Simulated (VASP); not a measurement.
# AlN (F-43m) in VASP: a series of runs

Runs on AlN. Level: LDA. Tasks: single point.

All numbers are computed with VASP 6.6.1; they aren't measurements. Logs are shortened: lines on timing, memory, paths and dates and some standing lists are left out, and cuts for length are marked.

### 1 The cell of the first run

The structure is cubic, space group F-43m (No. 216). Conventional cell: a = 4.279 Å, b = 4.279 Å, c = 4.279 Å, α = 90.00°, β = 90.00°, γ = 90.00°. Al (site symmetry -43m) has 4 N at 1.85 Å within 2.5 Å. Within 2.5 Å of N (site symmetry -43m) lie 4 Al at 1.85 Å.

### 2 Single point, LDA (volume scaled by 0.94)

The input, INCAR:

```
  PREC = Accurate
  ENCUT = 520
  EDIFF = 1E-6
  ISMEAR = -1
  SIGMA = 0.05
  LREAL = F
  LASPH = T
  NELM = 60
  ALGO = Normal
  ISIF = 2
  LWAVE = F
  LCHARG = F
  NBANDS = 11
```

The input, KPOINTS:

```
regular mesh
0
Gamma
  10 10 10
```

The input, POSCAR:

```
AlN
1.0
    0.0000000000      2.1394097525      2.1394097525
    2.1394097525      0.0000000000      2.1394097525
    2.1394097525      2.1394097525      0.0000000000
Al N
1 1
Direct
    0.0000000000      0.0000000000      0.0000000000
    0.2500000000      0.2500000000      0.2500000000
```

Potentials or basis: VASP PAW LDA potentials, release 64 (Al, N).

The run is started by

```console
$ cat potpaw_LDA.64/Al/POTCAR potpaw_LDA.64/N/POTCAR > POTCAR
$ mpirun -np 1 vasp_std > vasp.out
```

OUTCAR:

```text
PREC = Accurate
   ENCUT = 520
   EDIFF = 1E-6
   ISMEAR = -1
   LREAL = F
   LASPH = T
   NELM = 60
   ISIF = 2

 ion  position               nearest neighbor table
   1  0.000  0.000  0.000-   2 1.85   2 1.85   2 1.85   2 1.85
   2  0.250  0.250  0.250-   1 1.85   1 1.85   1 1.85   1 1.85

  LATTYP: Found a face centered cubic cell.
 ALAT       =     4.2788195050

  Lattice vectors:

 A1 = (   0.0000000000,   2.1394097525,   2.1394097525)
 A2 = (   2.1394097525,   0.0000000000,   2.1394097525)
 A3 = (   2.1394097525,   2.1394097525,   0.0000000000)

Analysis of symmetry for initial positions (statically):
=====================================================================
 Subroutine PRICEL returns:
 Original cell was already a primitive cell.

 Routine SETGRP: Setting up the symmetry group for a
 face centered cubic supercell.

 Subroutine GETGRP returns: Found 24 space group operations
 (whereof 24 operations were pure point group operations)
 out of a pool of 48 trial point group operations.

The static configuration has the point symmetry T_d .

Analysis of symmetry for dynamics (positions and initial velocities):
=====================================================================
 Subroutine PRICEL returns:
 Original cell was already a primitive cell.

 Routine SETGRP: Setting up the symmetry group for a
 face centered cubic supercell.

 Subroutine GETGRP returns: Found 24 space group operations
 (whereof 24 operations were pure point group operations)
 out of a pool of 48 trial point group operations.

The dynamic configuration has the point symmetry T_d .

 Subroutine INISYM returns: Found 24 space group operations
 (whereof 24 operations are pure point group operations),
 and found     1 'primitive' translations

----------------------------------------------------------------------------------------

                                     Primitive cell

  volume of cell :      19.5845

  direct lattice vectors                    reciprocal lattice vectors
     0.000000000  2.139409753  2.139409753    -0.233709321  0.233709321  0.233709321
     2.139409753  0.000000000  2.139409753     0.233709321 -0.233709321  0.233709321
     2.139409753  2.139409753  0.000000000     0.233709321  0.233709321 -0.233709321

  length of vectors
     3.025582287  3.025582287  3.025582287     0.404796418  0.404796418  0.404796418

  position of ions in fractional coordinates (direct lattice)
     0.000000000  0.000000000  0.000000000
     0.250000000  0.250000000  0.250000000

[... 84 lines left out ...]
   POTIM  = 0.5000    time-step for ionic-motion
   TEBEG  =    0.0;   TEEND  =   0.0 temperature during run
   PSTRESS=    0.0 pullay stress
   NELECT =       8.0000    total number of electrons
   NUPDOWN=      -1.0000    fix difference up-down
   EMIN   =  10.00;   EMAX   =-10.00  energy-range for DOS
   EFERMI =   0.00;   METHOD = LEGACY
   ISMEAR =    -1;   SIGMA  =   0.05  broadening in eV -4-tet -1-fermi 0-gaus
   EFERMI_NEDOS =   21; number of points for ismear=-14 and -15
   IALGO  =     38    algorithm
   IMIX   =      4    mixing-type and parameters
     AMIX     =   0.40;   BMIX     =  1.00
     AMIX_MAG =   1.60;   BMIX_MAG =  1.00
  volume/ion in A,a.u.               =       9.79        66.08
  Fermi-wavevector in a.u.,A,eV,Ry     =   1.214696  2.295442 20.075204  1.475486
  Thomas-Fermi vector in A             =   2.350107
   LORBIT       =      0    0 simple, 1 ext, 2 COOP (PROOUT), +10 PAW based schemes
   GGA     = CA    functional components
   LHFCALC =     F    Hartree Fock is set to
   AEXX    =    0.0000 exact exchange contribution
   IVDW    =     0    specifies the selected vdW correction
   LEPSILON=     F    determine dielectric tensor
   LRPA    =     F    only Hartree local field effects (RPA)
 non-spin polarized calculation
  energy-cutoff  :      520.00
  volume of cell :       19.58
 maximum number of plane-waves:       544
   NGX = 11   NGY = 11   NGZ = 11

 number of electron       7.9999999 magnetization

 Free energy of the ion-electron system (eV)
  ---------------------------------------------------
  ext. energy  EPLUGINS =         0.00000000
  ---------------------------------------------------
  free energy    TOTEN  =       -16.34400215 eV

  energy without entropy =      -16.34400215  energy(sigma->0) =      -16.34400215

 E-fermi :   7.4409     XC(G=0): -11.5386

 val. band max:        6.3086276320   @ k =   0.0000   0.0000   0.0000
 cond. band min:       9.5563946421   @ k =   0.5000   0.5000   0.0000
 fundamental gap:      3.2477670101
 Fermi energy:         7.4408619164

 k-point     1 :       0.0000    0.0000    0.0000
  band No.  band energies     occupation
      1      -8.8844      2.00000
      2       6.3086      2.00000
      3       6.3086      2.00000
      4       6.3086      2.00000
      5      11.1065      0.00000
      6      19.2601      0.00000
      7      19.2601      0.00000
      8      19.2601      0.00000
      9      24.3268      0.00000
     10      24.3268      0.00000
     11      25.8367      0.00000
[... 309 lines left out ...]
 k-point    24 :       0.4000    0.3000    0.0000
  band No.  band energies     occupation
      1      -6.6419      2.00000
      2       2.0150      2.00000
      3       4.5198      2.00000
      4       4.8387      2.00000
      5      11.2642      0.00000
      6      16.0506      0.00000
      7      19.1744      0.00000
      8      21.3583      0.00000
      9      21.9113      0.00000
     10      28.1127      0.00000
     11      30.7653      0.00000

 [... further k-points ...]

------------------------ aborting loop because EDIFF is reached ----------------------------------------

  FORCE on cell =-STRESS in cart. coord.  units (eV):
  Direction    XX          YY          ZZ          XY          YZ          ZX
  --------------------------------------------------------------------------------------
  -------------------------------------------------------------------------------------
  Total        1.3350705      1.3350705      1.3350705      0.0000000      0.0000000      0.0000000
  in kB      109.2201797    109.2201797    109.2201797      0.0000000      0.0000000      0.0000000
  external PRESSURE =     109.2201797 kB  Pullay stress =       0.0000000 kB

 VOLUME and BASIS-vectors are now :
 -----------------------------------------------------------------------------
  energy-cutoff  :      520.00
  volume of cell :       19.58
      direct lattice vectors                 reciprocal lattice vectors
     0.000000000  2.139409753  2.139409753    -0.233709321  0.233709321  0.233709321
     2.139409753  0.000000000  2.139409753     0.233709321 -0.233709321  0.233709321
     2.139409753  2.139409753  0.000000000     0.233709321  0.233709321 -0.233709321

 POSITION                                       TOTAL-FORCE (eV/Angst)
 -----------------------------------------------------------------------------------
      0.00000      0.00000      0.00000        -0.000000     -0.000000     -0.000000
      1.06970      1.06970      1.06970         0.000000      0.000000      0.000000
 -----------------------------------------------------------------------------------
    total drift:                               -0.000000     -0.000000     -0.000000

  FREE ENERGIE OF THE ION-ELECTRON SYSTEM (eV)
  ---------------------------------------------------
  free  energy   TOTEN  =       -16.3440021526 eV

  energy  without entropy=      -16.3440021526  energy(sigma->0) =      -16.34400215
```

stdout:

```text
POSCAR found type information on POSCAR AlN
 POSCAR found :  2 types and       2 ions
 scaLAPACK will be used
 LDA part: xc-table for (Slater(with rela. corr.)+CA(PZ))
 , standard interpolation
 POSCAR, INCAR and KPOINTS ok, starting setup
 FFT: planning ... GRIDC
 FFT: planning ... GRID_SOFT
 FFT: planning ... GRID
 WAVECAR not read
 entering main loop
```

Wall time 3.2 s (1 thread of Intel Xeon 6975P-C, shared host); peak memory 0.12 GiB.

What came out:

```yaml
Free_energy: -16.3440 eV
Pressure: 10.9 GPa
Band_gap_on_the_k_mesh: 3.25 eV, indirect (least direct gap 4.80 eV)
```

### 3 Single point, LDA (volume scaled by 0.96)

The input, INCAR:

```
SYSTEM = AlN
PREC = Accurate
ENCUT = 520
EDIFF = 1E-6
ISMEAR = -1
SIGMA = 0.05
LREAL = .False.
LASPH = .True.
NELM = 80
ALGO = Normal
ISIF = 2
LWAVE = .False.
LCHARG = .False.
GGA = CA
NBANDS = 11
```

The input, KPOINTS:

```
Automatic mesh
0
Gamma
  10 10 10
  0 0 0
```

The input, POSCAR:

```
AlN
1.0
    0.0000000000      2.1544765148      2.1544765148
    2.1544765148      0.0000000000      2.1544765148
    2.1544765148      2.1544765148      0.0000000000
Al N
1 1
Direct
    0.0000000000      0.0000000000      0.0000000000
    0.2500000000      0.2500000000      0.2500000000
```

Potentials or basis: VASP PAW LDA potentials, release 64 (Al, N).

The run is started by

```console
$ cat potpaw_LDA.64/Al/POTCAR potpaw_LDA.64/N/POTCAR > POTCAR
$ mpirun -np 1 vasp_std > vasp.out
```

OUTCAR:

```text
SYSTEM = AlN
   PREC = Accurate
   ENCUT = 520
   EDIFF = 1E-6
   ISMEAR = -1
   LREAL = .False.
   LASPH = .True.
   NELM = 80
   ISIF = 2
   GGA = CA

 ion  position               nearest neighbor table
   1  0.000  0.000  0.000-   2 1.87   2 1.87   2 1.87   2 1.87
   2  0.250  0.250  0.250-   1 1.87   1 1.87   1 1.87   1 1.87

  LATTYP: Found a face centered cubic cell.
 ALAT       =     4.3089530296

  Lattice vectors:

 A1 = (   0.0000000000,   2.1544765148,   2.1544765148)
 A2 = (   2.1544765148,   0.0000000000,   2.1544765148)
 A3 = (   2.1544765148,   2.1544765148,   0.0000000000)

Analysis of symmetry for initial positions (statically):
=====================================================================
 Subroutine PRICEL returns:
 Original cell was already a primitive cell.

 Routine SETGRP: Setting up the symmetry group for a
 face centered cubic supercell.

 Subroutine GETGRP returns: Found 24 space group operations
 (whereof 24 operations were pure point group operations)
 out of a pool of 48 trial point group operations.

The static configuration has the point symmetry T_d .
[... 169 lines left out ...]
      1      -8.9644      2.00000
      2       6.1009      2.00000
      3       6.1009      2.00000
      4       6.1009      2.00000
      5      10.7045      0.00000
      6      18.8393      0.00000
      7      18.8393      0.00000
      8      18.8393      0.00000
      9      23.9494      0.00000
     10      23.9494      0.00000
     11      25.4152      0.00000
[... 309 lines left out ...]
 k-point    24 :       0.4000    0.3000    0.0000
  band No.  band energies     occupation
      1      -6.7819      2.00000
      2       1.8508      2.00000
      3       4.3342      2.00000
      4       4.6480      2.00000
      5      11.0122      0.00000
      6      15.7055      0.00000
      7      18.6970      0.00000
      8      20.9155      0.00000
      9      21.4504      0.00000
     10      27.6595      0.00000
     11      30.1992      0.00000

 [... further k-points ...]

------------------------ aborting loop because EDIFF is reached ----------------------------------------

  FORCE on cell =-STRESS in cart. coord.  units (eV):
  Direction    XX          YY          ZZ          XY          YZ          ZX
  --------------------------------------------------------------------------------------
  -------------------------------------------------------------------------------------
  Total        0.7240459      0.7240459      0.7240459      0.0000000      0.0000000      0.0000000
  in kB       57.9991216     57.9991216     57.9991216      0.0000000      0.0000000      0.0000000
  external PRESSURE =      57.9991216 kB  Pullay stress =       0.0000000 kB

 VOLUME and BASIS-vectors are now :
 -----------------------------------------------------------------------------
  energy-cutoff  :      520.00
  volume of cell :       20.00
      direct lattice vectors                 reciprocal lattice vectors
     0.000000000  2.154476515  2.154476515    -0.232074936  0.232074936  0.232074936
     2.154476515  0.000000000  2.154476515     0.232074936 -0.232074936  0.232074936
     2.154476515  2.154476515  0.000000000     0.232074936  0.232074936 -0.232074936

 POSITION                                       TOTAL-FORCE (eV/Angst)
 -----------------------------------------------------------------------------------
      0.00000      0.00000      0.00000         0.000000      0.000000      0.000000
      1.07724      1.07724      1.07724        -0.000000     -0.000000     -0.000000
 -----------------------------------------------------------------------------------
    total drift:                               -0.000000     -0.000000     -0.000000

  FREE ENERGIE OF THE ION-ELECTRON SYSTEM (eV)
  ---------------------------------------------------
  free  energy   TOTEN  =       -16.3658996549 eV

  energy  without entropy=      -16.3658996549  energy(sigma->0) =      -16.36589965
```

OSZICAR:

```text
N       E                     dE             d eps       ncg     rms          rms(c)
DAV:   1     0.700819210625E+01    0.70082E+01   -0.39629E+03  1058   0.605E+02
DAV:   2    -0.183374722059E+02   -0.25346E+02   -0.24765E+02  1237   0.128E+02
DAV:   3    -0.189831585650E+02   -0.64569E+00   -0.64481E+00  1258   0.185E+01
DAV:   4    -0.189858451062E+02   -0.26865E-02   -0.26864E-02  1196   0.142E+00
DAV:   5    -0.189858683823E+02   -0.23276E-04   -0.23276E-04  1243   0.124E-01    0.887E+00
DAV:   6    -0.164409652355E+02    0.25449E+01   -0.12683E+01  1151   0.177E+01    0.301E+00
DAV:   7    -0.163951903506E+02    0.45775E-01   -0.12030E-01  1199   0.253E+00    0.200E+00
DAV:   8    -0.163664536053E+02    0.28737E-01   -0.30261E-02  1178   0.156E+00    0.400E-01
DAV:   9    -0.163658859937E+02    0.56761E-03   -0.20731E-03  1190   0.277E-01    0.189E-01
DAV:  10    -0.163659033776E+02   -0.17384E-04   -0.11532E-04  1183   0.741E-02    0.579E-02
DAV:  11    -0.163658996795E+02    0.36981E-05   -0.37780E-06  1202   0.156E-02    0.966E-03
DAV:  12    -0.163658996549E+02    0.24541E-07   -0.63671E-08   688   0.194E-03
   1 F= -.16365900E+02 E0= -.16365900E+02  d E =-.493432E-10
```

stdout:

```text
POSCAR found type information on POSCAR AlN
 POSCAR found :  2 types and       2 ions
 scaLAPACK will be used
 LDA part: xc-table for (Slater(with rela. corr.)+CA(PZ))
 , standard interpolation
 POSCAR, INCAR and KPOINTS ok, starting setup
 FFT: planning ... GRIDC
 FFT: planning ... GRID_SOFT
 FFT: planning ... GRID
 WAVECAR not read
 entering main loop
```

Run time: 3.8 s. Hardware: 1 thread of Intel Xeon 6975P-C, shared host; peak memory 0.12 GiB.

Results:

| Property | Result |
| --- | --- |
| Free energy | -16.3659 eV |
| Pressure | 5.8 GPa |
| Band gap on the k mesh | 3.24 eV, indirect (least direct gap 4.60 eV) |

Levels at points of the mesh, in eV from the valence-band top:
```tsv
k point	band 1	band 2	band 3	band 4	band 5	band 6	band 7	band 8
(0.00, 0.00, 0.00)	-15.07	0.00	0.00	0.00	4.60	12.74	12.74	12.74
(0.50, 0.00, 0.00)	-12.82	-6.08	-0.49	-0.49	7.64	10.05	11.22	11.22
(0.50, 0.50, 0.00)	-12.12	-5.08	-1.84	-1.84	3.24	8.66	14.31	16.00
```

 A k mesh can miss the band edges.
